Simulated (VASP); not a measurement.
# Li (Im-3m) in VASP: single point with PBE+D3(BJ)

Aim: the single point of Li with PBE+D3(BJ).

Everything below comes from runs of VASP 6.6.1. Logs are shortened: lines on timing, memory, paths and dates and some standing lists are left out, and cuts for length are marked.

### 1 The cell of the first run

Symmetry: Im-3m, No. 229, cubic system. Conventional cell: a = 3.439 Å, b = 3.439 Å, c = 3.439 Å, α = 90.00°, β = 90.00°, γ = 90.00°. Li (site symmetry m-3m) has 14 Li at 2.98 to 3.44 Å within 3.9 Å.

### 2 Single point, PBE+D3(BJ)

Contents of INCAR:

```
SYSTEM = Li
PREC = Accurate
ENCUT = 750
EDIFF = 1E-6
ISMEAR = 0
SIGMA = 0.1
LREAL = .FALSE.
LASPH = .TRUE.
NELM = 120
ALGO = Normal
ISIF = 2
LWAVE = .FALSE.
LCHARG = .FALSE.
GGA = PE
IVDW = 12
NBANDS = 8
GGA_COMPAT = .FALSE.
```

Contents of KPOINTS:

```
regular mesh
0
G
  8 8 8
  0 0 0
```

Contents of POSCAR:

```
Li
1.0
   -1.7196562300      1.7196562300      1.7196562300
    1.7196562300     -1.7196562300      1.7196562300
    1.7196562300      1.7196562300     -1.7196562300
Li
1
Direct
    0.0000000000      0.0000000000      0.0000000000
```

Potentials or basis: VASP PAW PBE potentials, release 64 (Li_sv).

Command:

```console
cat potpaw_PBE.64/Li_sv/POTCAR > POTCAR
mpirun -np 1 vasp_std > vasp.out
```

OUTCAR:

```text
SYSTEM = Li
   PREC = Accurate
   ENCUT = 750
   EDIFF = 1E-6
   ISMEAR = 0
   LREAL = .FALSE.
   LASPH = .TRUE.
   NELM = 120
   ISIF = 2
   GGA = PE
   IVDW = 12
 IVDW          = 12

 ion  position               nearest neighbor table
   1  0.000  0.000  0.000-

  LATTYP: Found a body centered cubic cell.
 ALAT       =     3.4393124600

  Lattice vectors:

 A1 = (  -1.7196562300,   1.7196562300,   1.7196562300)
 A2 = (   1.7196562300,  -1.7196562300,   1.7196562300)
 A3 = (   1.7196562300,   1.7196562300,  -1.7196562300)

Analysis of symmetry for initial positions (statically):
=====================================================================
 Subroutine PRICEL returns:
 Original cell was already a primitive cell.

 Routine SETGRP: Setting up the symmetry group for a
 body centered cubic supercell.

 Subroutine GETGRP returns: Found 48 space group operations
 (whereof 48 operations were pure point group operations)
 out of a pool of 48 trial point group operations.

The static configuration has the point symmetry O_h .

Analysis of symmetry for dynamics (positions and initial velocities):
=====================================================================
 Subroutine PRICEL returns:
 Original cell was already a primitive cell.

 Routine SETGRP: Setting up the symmetry group for a
 body centered cubic supercell.

 Subroutine GETGRP returns: Found 48 space group operations
 (whereof 48 operations were pure point group operations)
 out of a pool of 48 trial point group operations.

The dynamic configuration has the point symmetry O_h .

 Subroutine INISYM returns: Found 48 space group operations
 (whereof 48 operations are pure point group operations),
 and found     1 'primitive' translations

----------------------------------------------------------------------------------------

                                     Primitive cell

  volume of cell :      20.3416

  direct lattice vectors                    reciprocal lattice vectors
    -1.719656230  1.719656230  1.719656230     0.000000000  0.290755787  0.290755787
     1.719656230 -1.719656230  1.719656230     0.290755787  0.000000000  0.290755787
     1.719656230  1.719656230 -1.719656230     0.290755787  0.290755787  0.000000000

  length of vectors
     2.978531962  2.978531962  2.978531962     0.411190777  0.411190777  0.411190777

  position of ions in fractional coordinates (direct lattice)
     0.000000000  0.000000000  0.000000000

  ion indices of the primitive-cell ions
   primitive index   ion index
                 1           1

----------------------------------------------------------------------------------------

 KPOINTS: regular mesh

Automatic generation of k-mesh.
 Grid dimensions read from file:
 generate k-points for:    8    8    8

 Generating k-lattice:

  Cartesian coordinates                     Fractional coordinates (reciprocal lattice)
     0.000000000  0.036344473  0.036344473     0.125000000  0.000000000  0.000000000
     0.036344473  0.000000000  0.036344473     0.000000000  0.125000000  0.000000000
     0.036344473  0.036344473  0.000000000     0.000000000  0.000000000  0.125000000

  Length of vectors
     0.051398847  0.051398847  0.051398847

  Shift w.r.t. Gamma in fractional coordinates (k-lattice)
     0.000000000  0.000000000  0.000000000

 Subroutine IBZKPT returns following result:
 ===========================================

 Found     29 irreducible k-points:

 Following reciprocal coordinates:
            Coordinates               Weight
  0.000000  0.000000  0.000000      1.000000
  0.125000  0.000000  0.000000     12.000000
  0.250000  0.000000  0.000000     12.000000
  0.375000  0.000000  0.000000     12.000000
  0.500000  0.000000  0.000000      6.000000
  0.125000  0.125000  0.000000     24.000000
[... 16 lines left out ...]
 -0.250000  0.250000  0.250000      6.000000
 -0.375000  0.375000  0.250000     24.000000
 [... further k-points ...]
   k-points           NKPTS =     29   k-points in BZ     NKDIM =     29   number of bands    NBANDS=      8
   number of dos      NEDOS =    301   number of ions     NIONS =      1
   total plane-waves  NPLWV =  21952
   dimension x,y,z NGX =    28 NGY =   28 NGZ =   28
   dimension x,y,z NGXF=    56 NGYF=   56 NGZF=   56
   ions per type =               1
   NGX,Y,Z   is equivalent  to a cutoff of  15.63, 15.63, 15.63 a.u.
   NGXF,Y,Z  is equivalent  to a cutoff of  31.26, 31.26, 31.26 a.u.
 SYSTEM =  Li
   PREC   = accura    normal or accurate (medium, high low for compatibility)
   ISTART =      0    job   : 0-new  1-cont  2-samecut
   ICHARG =      2    charge: 1-file 2-atom 10-const
   ISPIN  =      1    spin polarized calculation?
   LNONCOLLINEAR =      F non collinear calculations
   LSORBIT =      F    spin-orbit coupling
   LASPH  =      T    aspherical Exc in radial PAW
   ENCUT  =  750.0 eV  55.12 Ry    7.42 a.u.   6.65  6.65  6.65*2*pi/ulx,y,z
   NELM   =    120;   NELMIN=  2; NELMDL= -5     # of ELM steps
   EDIFF  = 0.1E-05   stopping-criterion for ELM
   LREAL  =      F    real-space projection
   EDIFFG = 0.1E-04   stopping-criterion for IOM
   NSW    =      0    number of steps for IOM
   IBRION =     -1    ionic relax: 0-MD 1-quasi-New 2-CG
   NFREE  =      0    steps in history (QN), initial steepest desc. (CG)
   ISIF   =      2    stress and relaxation
   ISYM   =      2    0-nonsym 1-usesym 2-fastsym
   POTIM  = 0.5000    time-step for ionic-motion
   TEBEG  =    0.0;   TEEND  =   0.0 temperature during run
   PSTRESS=    0.0 pullay stress
   NELECT =       3.0000    total number of electrons
   NUPDOWN=      -1.0000    fix difference up-down
   EMIN   =  10.00;   EMAX   =-10.00  energy-range for DOS
   EFERMI =   0.00;   METHOD = LEGACY
   ISMEAR =     0;   SIGMA  =   0.10  broadening in eV -4-tet -1-fermi 0-gaus
   EFERMI_NEDOS =   21; number of points for ismear=-14 and -15
   IALGO  =     38    algorithm
   IMIX   =      4    mixing-type and parameters
     AMIX     =   0.40;   BMIX     =  1.00
     AMIX_MAG =   1.60;   BMIX_MAG =  1.00
  volume/ion in A,a.u.               =      20.34       137.27
  Fermi-wavevector in a.u.,A,eV,Ry     =   0.864942  1.634503 10.178852  0.748125
  Thomas-Fermi vector in A             =   1.983113
   LORBIT       =      0    0 simple, 1 ext, 2 COOP (PROOUT), +10 PAW based schemes
   GGA     = PE    functional components
   LHFCALC =     F    Hartree Fock is set to
   AEXX    =    0.0000 exact exchange contribution
   IVDW    =    12    specifies the selected vdW correction
   LEPSILON=     F    determine dielectric tensor
   LRPA    =     F    only Hartree local field effects (RPA)
 non-spin polarized calculation
 Gauss-broadening in eV      SIGMA  =   0.10
  energy-cutoff  :      750.00
  volume of cell :       20.34
 maximum number of plane-waves:       962
   NGX = 13   NGY = 13   NGZ = 13

 number of electron       3.0000004 magnetization

 Free energy of the ion-electron system (eV)
  ---------------------------------------------------
  ext. energy  EPLUGINS =         0.00000000
  ---------------------------------------------------
  free energy    TOTEN  =        -1.89512166 eV

  energy without entropy =       -1.88959290  energy(sigma->0) =       -1.89235728

 E-fermi :   0.6545     XC(G=0):  -7.0356

 val. band max:        0.5823008372   @ k =   0.2500   0.2500   0.0000
 cond. band min:       0.7085719705   @ k =   0.3750   0.1250   0.0000
 fundamental gap:      0.1262711333
 Fermi energy:         0.6545327475

 k-point     1 :       0.0000    0.0000    0.0000
  band No.  band energies     occupation
      1     -45.9131      2.00000
      2      -2.9523      2.00000
      3      15.1838      0.00000
      4      15.1839      0.00000
      5      15.1839      0.00000
      6      19.9471      0.00000
      7      19.9471      0.00000
      8      19.9471      0.00000

 k-point     2 :       0.1250    0.0000    0.0000
  band No.  band energies     occupation
      1     -45.9103      2.00000
      2      -2.6559      2.00000
      3      13.2196      0.00000
      4      14.0061      0.00000
      5      14.6874      0.00000
      6      17.7495      0.00000
      7      17.7639      0.00000
      8      19.7873      0.00000

 k-point     3 :       0.2500    0.0000    0.0000
  band No.  band energies     occupation
      1     -45.9035      2.00000
      2      -1.7682      2.00000
      3       9.2855      0.00000
      4      12.3862      0.00000
      5      13.6130      0.00000
      6      15.7945      0.00000
      7      17.2768      0.00000
      8      20.2424      0.00000

 k-point     4 :       0.3750    0.0000    0.0000
  band No.  band energies     occupation
      1     -45.8968      2.00000
      2      -0.3413      2.00000
      3       5.7691      0.00000
      4      11.3176      0.00000
      5      12.7400      0.00000
      6      14.6117      0.00000
      7      17.4855      0.00000
      8      21.7746      0.00000

 k-point     5 :       0.5000    0.0000    0.0000
  band No.  band energies     occupation
      1     -45.8940      2.00000
      2       0.8609      0.00351
      3       3.8502      0.00000
      4      10.9529      0.00000
      5      12.4238      0.00000
      6      14.2167      0.00000
      7      17.6783      0.00000
      8      23.1581      0.00000
[... 177 lines left out ...]
 k-point    22 :       0.2500    0.2500    0.2500
  band No.  band energies     occupation
      1     -45.8925      2.00000
      2       3.9909      0.00000
      3       3.9909      0.00000
      4       3.9909      0.00000
      5       8.9979      0.00000
      6      24.1734      0.00000
      7      24.1734      0.00000
      8      24.1734      0.00000

 k-point    23 :      -0.2500    0.2500    0.2500
  band No.  band energies     occupation
      1     -45.8955      2.00000
      2      -0.5369      2.00000
      3       9.1348      0.00000
      4       9.1348      0.00000
      5      11.5494      0.00000
      6      13.2840      0.00000
      7      21.3890      0.00000
      8      21.3890      0.00000

 k-point    24 :      -0.3750    0.3750    0.2500
  band No.  band energies     occupation
      1     -45.8898      2.00000
      2       0.9730      0.00001
      3       6.5003      0.00000
      4       8.0127      0.00000
      5      11.4215      0.00000
      6      13.4516      0.00000
      7      17.8441      0.00000
      8      20.9706      0.00000

 [... further k-points ...]

------------------------ aborting loop because EDIFF is reached ----------------------------------------

 Edisp (eV)   -0.16852

 E8    (eV) :    -0.0702

  FORCE on cell =-STRESS in cart. coord.  units (eV):
  Direction    XX          YY          ZZ          XY          YZ          ZX
  --------------------------------------------------------------------------------------
  -------------------------------------------------------------------------------------
  Total      -0.18179    -0.18179    -0.18179     0.00000    -0.00000     0.00000
  in kB     -14.31833   -14.31833   -14.31833     0.00000    -0.00000     0.00000
  external pressure =      -14.32 kB  Pullay stress =        0.00 kB

 VOLUME and BASIS-vectors are now :
 -----------------------------------------------------------------------------
  energy-cutoff  :      750.00
  volume of cell :       20.34
      direct lattice vectors                 reciprocal lattice vectors
    -1.719656230  1.719656230  1.719656230     0.000000000  0.290755787  0.290755787
     1.719656230 -1.719656230  1.719656230     0.290755787  0.000000000  0.290755787
     1.719656230  1.719656230 -1.719656230     0.290755787  0.290755787  0.000000000

 POSITION                                       TOTAL-FORCE (eV/Angst)
 -----------------------------------------------------------------------------------
      0.00000      0.00000      0.00000         0.000000      0.000000      0.000000
 -----------------------------------------------------------------------------------
    total drift:                               -0.000000     -0.000000     -0.000000

  FREE ENERGIE OF THE ION-ELECTRON SYSTEM (eV)
  ---------------------------------------------------
  free  energy   TOTEN  =        -2.0636461618 eV

  energy  without entropy=       -2.0581173980  energy(sigma->0) =       -2.06088178
```

Run time: 4.1 s. Hardware: 1 thread of Intel Xeon Platinum 8488C (Sapphire Rapids), shared host; peak memory 0.15 GiB.

What came out:

| Item | Value |
| --- | --- |
| Free energy | -2.0636 eV |
| Pressure | -1.4 GPa |
| Band gap on the k mesh | zero (an odd number of electrons rules out a gap without spin polarisation) |
| Dispersion energy per atom | -0.169 eV |

Levels at points of the mesh, in eV from the Fermi level:
| k point | band 1 | band 2 | band 3 | band 4 | band 5 |
| --- | --- | --- | --- | --- | --- |
| (0.00, 0.00, 0.00) | -46.57 | -3.61 | 14.53 | 14.53 | 14.53 |
| (0.50, 0.00, 0.00) | -46.55 | 0.21 | 3.20 | 10.30 | 11.77 |
| (0.50, 0.50, 0.50) | -46.54 | 5.47 | 5.47 | 5.47 | 7.72 |
